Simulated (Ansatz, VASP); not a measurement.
**Re: VASP beside Ansatz**

Contents of POSCAR:

```
Re
1.0
    0.0000000000      1.7596135467      2.4880935550
    1.7596135467      0.0000000000      2.4880935550
    1.7596135467      1.7596135467      0.0000000000
Re
1
Direct
    0.0000000000      0.0000000000      0.0000000000
```

INCAR.step1

```
PREC = Accurate
ENCUT = 520
ISMEAR = 0
SIGMA = 0.15
LREAL = False
LASPH = True
NELM = 80
NBANDS = 10
GGA = PE
ALGO = Normal
EDIFF = 1E-4
LWAVE = True
LCHARG = False
```

Contents of INCAR.step2:

```
PREC = Accurate
ENCUT = 520
EDIFF = 1E-7
ISMEAR = 0
SIGMA = 0.15
LREAL = False
LASPH = True
NELM = 80
ALGO = Normal
ISIF = 2
LWAVE = False
LCHARG = True
METAGGA = R2SCAN
LMIXTAU = True
LELF = True
LVHAR = True
NBANDS = 10
ISTART = 1
```

The input KPOINTS:

```
Automatic mesh
0
Gamma
  22 22 22
```

Input for Ansatz:

```yaml
crystal:
  lattice:
    - [0.0, 1.7596135467, 2.488093555]
    - [1.7596135467, 0.0, 2.488093555]
    - [1.7596135467, 1.7596135467, 0.0]
  atoms:
    - { symbol: Re, position: [0.0, 0.0, 0.0] }
basis:
  ecutwfc: 500
kpoints:
  mp_grid: { grid: [22, 22, 22] }
hamiltonian:
  xc: r2scan
scf:
  occupations: { method: gaussian, width: 0.15 }
output:
  forces: true
  stress: true
  eigenvalues: true
```

Alike in both runs: task single point; functional r2SCAN; k mesh 22 × 22 × 22; occupations gaussian, width 0.15 eV; no spin polarisation.

|  | VASP | Ansatz |
| --- | --- | --- |
| version | VASP 6.6.1 | Ansatz 0.2.0 |
| potentials or method | VASP PAW PBE potentials, release 64 (Re), cutoff 520 eV | scalar-relativistic, plane waves, PAW |
| valence electrons in the cell | 7 | 15 |

VASP gave:

* gap on the k mesh at the Fermi level (eV): none
* pressure (GPa): 5.8
* traceless stress, the component that is largest in VASP (GPa): -46.25

Task: Estimate Ansatz's values.

Result: gap on the k mesh at the Fermi level (eV): none; pressure (GPa): 6.5; traceless stress, the component that is largest in VASP (GPa): -47.89.

VASP's potentials were made for PBE, not for r2SCAN. A gap of «none» marks a metal or a gap that the smearing closes. VASP's potentials hold 7 valence electrons a cell and Ansatz's 15, so a difference there can come from the potentials and not from the codes.

Neither program's run includes spin-orbit coupling.
